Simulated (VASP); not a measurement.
A run of VASP 6.6.1 is set up as follows.

The input INCAR:

```
ALGO = Normal
EDIFF = 1E-6
ENCUT = 600
GGA = PE
GGA_COMPAT = False
ISIF = 2
ISMEAR = 0
LASPH = True
LCHARG = False
LREAL = False
LWAVE = False
NBANDS = 15
NELM = 120
PREC = Accurate
SIGMA = 0.01
```

File KPOINTS:

```
k-points
0
Gamma
  8 8 8
```

POSCAR

```
BaO
1.0
    0.0000000000      2.7719428465      2.7719428465
    2.7719428465      0.0000000000      2.7719428465
    2.7719428465      2.7719428465      0.0000000000
Ba O
1 1
Direct
    0.0000000000      0.0000000000      0.0000000000
    0.5000000000      0.5000000000      0.5000000000
```

Potentials or basis: VASP PAW PBE potentials, release 64 (Ba_sv, O).

The run is started by

```bash
$ cat potpaw_PBE.64/Ba_sv/POTCAR potpaw_PBE.64/O/POTCAR > POTCAR
$ mpirun -np 1 vasp_std > vasp.out
```

(1) What does it give for the band gap on the k mesh?

(2) Estimate the pressure.

Answers

(1) 1.98 eV, direct.

(2) 2.8 GPa.

Caveat: spin-orbit coupling is left out, which moves the levels of the heavy elements.
